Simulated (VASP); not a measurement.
# Rh (Fm-3m) in VASP: single point with PBE

Aim: the single point of Rh with PBE.

Program: VASP 6.6.1. These are calculated values, not measurements. Logs are shortened: lines on timing, memory, paths and dates and some standing lists are left out, and cuts for length are marked.

### 1 The cell of the first run

The structure is cubic, space group Fm-3m (No. 225). Conventional cell: a = 3.882 Å, b = 3.882 Å, c = 3.882 Å, α = 90.00°, β = 90.00°, γ = 90.00°. Rh (site symmetry m-3m) has 12 Rh at 2.74 Å within 3.6 Å.

### 2 Single point, PBE

Input file INCAR:

```
SYSTEM = Rh
  PREC = Accurate
  ENCUT = 520
  EDIFF = 1E-6
  ISMEAR = -1
  SIGMA = 0.05
  LREAL = .False.
  LASPH = .True.
  NELM = 80
  ALGO = Normal
  ISIF = 2
  LWAVE = .False.
  LCHARG = .False.
  GGA = PE
  NBANDS = 14
```

Input file KPOINTS:

```
regular mesh
0
Gamma
  18 18 18
  0 0 0
```

Input file POSCAR:

```
Rh
1.0
    0.0000000000      1.9408842174      1.9408842174
    1.9408842174      0.0000000000      1.9408842174
    1.9408842174      1.9408842174      0.0000000000
Rh
1
Direct
    0.0000000000      0.0000000000      0.0000000000
```

Potentials or basis: VASP PAW PBE potentials, release 64 (Rh_pv).

Started as:

```sh
> cat potpaw_PBE.64/Rh_pv/POTCAR > POTCAR
> mpirun -np 1 vasp_std > vasp.out
```

OUTCAR:

```text
SYSTEM = Rh
   PREC = Accurate
   ENCUT = 520
   EDIFF = 1E-6
   ISMEAR = -1
   LREAL = .False.
   LASPH = .True.
   NELM = 80
   ISIF = 2
   GGA = PE

 ion  position               nearest neighbor table
   1  0.000  0.000  0.000-

  LATTYP: Found a face centered cubic cell.
 ALAT       =     3.8817684348

  Lattice vectors:

 A1 = (   0.0000000000,   1.9408842174,   1.9408842174)
 A2 = (   1.9408842174,   0.0000000000,   1.9408842174)
 A3 = (   1.9408842174,   1.9408842174,   0.0000000000)

Analysis of symmetry for initial positions (statically):
=====================================================================
 Subroutine PRICEL returns:
 Original cell was already a primitive cell.

 Routine SETGRP: Setting up the symmetry group for a
 face centered cubic supercell.

 Subroutine GETGRP returns: Found 48 space group operations
 (whereof 48 operations were pure point group operations)
 out of a pool of 48 trial point group operations.

The static configuration has the point symmetry O_h .

Analysis of symmetry for dynamics (positions and initial velocities):
=====================================================================
 Subroutine PRICEL returns:
 Original cell was already a primitive cell.

 Routine SETGRP: Setting up the symmetry group for a
 face centered cubic supercell.

 Subroutine GETGRP returns: Found 48 space group operations
 (whereof 48 operations were pure point group operations)
 out of a pool of 48 trial point group operations.

The dynamic configuration has the point symmetry O_h .

 Subroutine INISYM returns: Found 48 space group operations
 (whereof 48 operations are pure point group operations),
 and found     1 'primitive' translations

----------------------------------------------------------------------------------------

                                     Primitive cell

  volume of cell :      14.6227

  direct lattice vectors                    reciprocal lattice vectors
     0.000000000  1.940884217  1.940884217    -0.257614543  0.257614543  0.257614543
     1.940884217  0.000000000  1.940884217     0.257614543 -0.257614543  0.257614543
     1.940884217  1.940884217  0.000000000     0.257614543  0.257614543 -0.257614543

  length of vectors
     2.744824783  2.744824783  2.744824783     0.446201477  0.446201477  0.446201477

  position of ions in fractional coordinates (direct lattice)
     0.000000000  0.000000000  0.000000000

  ion indices of the primitive-cell ions
   primitive index   ion index
                 1           1

[... 77 lines left out ...]
   ISIF   =      2    stress and relaxation
   ISYM   =      2    0-nonsym 1-usesym 2-fastsym
   POTIM  = 0.5000    time-step for ionic-motion
   TEBEG  =    0.0;   TEEND  =   0.0 temperature during run
   PSTRESS=    0.0 pullay stress
   NELECT =      15.0000    total number of electrons
   NUPDOWN=      -1.0000    fix difference up-down
   EMIN   =  10.00;   EMAX   =-10.00  energy-range for DOS
   EFERMI =   0.00;   METHOD = LEGACY
   ISMEAR =    -1;   SIGMA  =   0.05  broadening in eV -4-tet -1-fermi 0-gaus
   EFERMI_NEDOS =   21; number of points for ismear=-14 and -15
   IALGO  =     38    algorithm
   IMIX   =      4    mixing-type and parameters
     AMIX     =   0.40;   BMIX     =  1.00
     AMIX_MAG =   1.60;   BMIX_MAG =  1.00
  volume/ion in A,a.u.               =      14.62        98.68
  Fermi-wavevector in a.u.,A,eV,Ry     =   1.651058  3.120047 37.089373  2.725992
  Thomas-Fermi vector in A             =   2.739902
   LORBIT       =      0    0 simple, 1 ext, 2 COOP (PROOUT), +10 PAW based schemes
   GGA     = PE    functional components
   LHFCALC =     F    Hartree Fock is set to
   AEXX    =    0.0000 exact exchange contribution
   IVDW    =     0    specifies the selected vdW correction
   LEPSILON=     F    determine dielectric tensor
   LRPA    =     F    only Hartree local field effects (RPA)
 non-spin polarized calculation
  energy-cutoff  :      520.00
  volume of cell :       14.62
 maximum number of plane-waves:       411
   NGX = 11   NGY = 11   NGZ = 11

 number of electron      14.9999992 magnetization

 Free energy of the ion-electron system (eV)
  ---------------------------------------------------
  ext. energy  EPLUGINS =         0.00000000
  ---------------------------------------------------
  free energy    TOTEN  =        -7.24702913 eV

  energy without entropy =       -7.23468194  energy(sigma->0) =       -7.24085553

 E-fermi :  10.8055     XC(G=0): -13.6381

 val. band max:       10.8048702444   @ k =   0.5000   0.2222   0.1111
 cond. band min:      10.8086047525   @ k =   0.5000   0.3889   0.0556
 fundamental gap:      0.0037345081
 Fermi energy:        10.8054694355

 k-point     1 :       0.0000    0.0000    0.0000
  band No.  band energies     occupation
      1     -35.4715      2.00000
      2     -35.4715      2.00000
      3     -35.4715      2.00000
      4       3.2974      2.00000
      5       8.0078      2.00000
      6       8.0078      2.00000
      7       8.0078      2.00000
      8       9.8979      2.00000
      9       9.8979      2.00000
     10      26.8279      0.00000
     11      31.5092      0.00000
     12      31.9421      0.00000
     13      31.9421      0.00000
     14      31.9421      0.00000
[... 377 lines left out ...]
      1     -35.7555      2.00000
      2     -35.5301      2.00000
      3     -35.5045      2.00000
      4       5.0666      2.00000
      5       7.6877      2.00000
      6       8.3668      2.00000
      7       8.4155      2.00000
      8       9.7338      2.00000
      9      10.3471      1.99979
     10      25.8017      0.00000
     11      28.2760      0.00000
     12      31.5104      0.00000
     13      32.9741      0.00000
     14      34.8942      0.00000

 [... further k-points ...]
[... 5 lines left out ...]
  --------------------------------------------------------------------------------------
  -------------------------------------------------------------------------------------
  Total       -0.8454579     -0.8454579     -0.8454579      0.0000000      0.0000000      0.0000000
  in kB      -92.6346979    -92.6346979    -92.6346979      0.0000000      0.0000000      0.0000000
  external PRESSURE =     -92.6346979 kB  Pullay stress =       0.0000000 kB

 VOLUME and BASIS-vectors are now :
 -----------------------------------------------------------------------------
  energy-cutoff  :      520.00
  volume of cell :       14.62
      direct lattice vectors                 reciprocal lattice vectors
     0.000000000  1.940884217  1.940884217    -0.257614543  0.257614543  0.257614543
     1.940884217  0.000000000  1.940884217     0.257614543 -0.257614543  0.257614543
     1.940884217  1.940884217  0.000000000     0.257614543  0.257614543 -0.257614543

 POSITION                                       TOTAL-FORCE (eV/Angst)
 -----------------------------------------------------------------------------------
      0.00000      0.00000      0.00000         0.000000     -0.000000     -0.000000
 -----------------------------------------------------------------------------------
    total drift:                                0.000000     -0.000000      0.000000

  FREE ENERGIE OF THE ION-ELECTRON SYSTEM (eV)
  ---------------------------------------------------
  free  energy   TOTEN  =        -7.2470291315 eV

  energy  without entropy=       -7.2346819384  energy(sigma->0) =       -7.24085553
```

OSZICAR:

```text
N       E                     dE             d eps       ncg     rms          rms(c)
DAV:   1     0.120733184094E+03    0.12073E+03   -0.87958E+03  5482   0.113E+03
DAV:   2    -0.616564151634E+01   -0.12690E+03   -0.12145E+03  5952   0.338E+02
DAV:   3    -0.774890284727E+01   -0.15833E+01   -0.15802E+01  6642   0.414E+01
DAV:   4    -0.775527855831E+01   -0.63757E-02   -0.63748E-02  6282   0.271E+00
DAV:   5    -0.775533944767E+01   -0.60889E-04   -0.60890E-04  6588   0.235E-01    0.869E+00
DAV:   6    -0.726157756990E+01    0.49376E+00   -0.87635E-01  5886   0.128E+01    0.285E+00
DAV:   7    -0.725015314143E+01    0.11424E-01   -0.16693E-02  6318   0.131E+00    0.145E+00
DAV:   8    -0.724710704495E+01    0.30461E-02   -0.27977E-03  5970   0.703E-01    0.123E-01
DAV:   9    -0.724702738255E+01    0.79662E-04   -0.76235E-05  5976   0.119E-01    0.113E-02
DAV:  10    -0.724702910547E+01   -0.17229E-05   -0.34606E-06  6342   0.223E-02    0.208E-03
DAV:  11    -0.724702913155E+01   -0.26076E-07   -0.19780E-07  2964   0.605E-03
   1 F= -.72470291E+01 E0= -.72408555E+01  d E =-.123472E-01
```

Wall time 14 s (1 thread of Intel Xeon 6975P-C (Granite Rapids), shared host); peak memory 0.15 GiB.

Results:

```
Free energy : -7.2470 eV
Pressure    : -9.3 GPa
```

Levels at points of the mesh, in eV from the Fermi level:
```csv
k point,band 3,band 4,band 5,band 6,band 7,band 8,band 9,band 10,band 11,band 12
"(0.00, 0.00, 0.00)",-46.28,-7.51,-2.80,-2.80,-2.80,-0.91,-0.91,16.02,20.70,21.14
"(0.50, 0.00, 0.00)",-46.36,-5.62,-2.86,-2.86,0.50,0.50,0.81,8.03,15.50,20.71
"(0.50, 0.50, 0.00)",-46.49,-5.75,-5.41,0.48,0.88,0.88,3.20,11.51,12.96,12.96
```
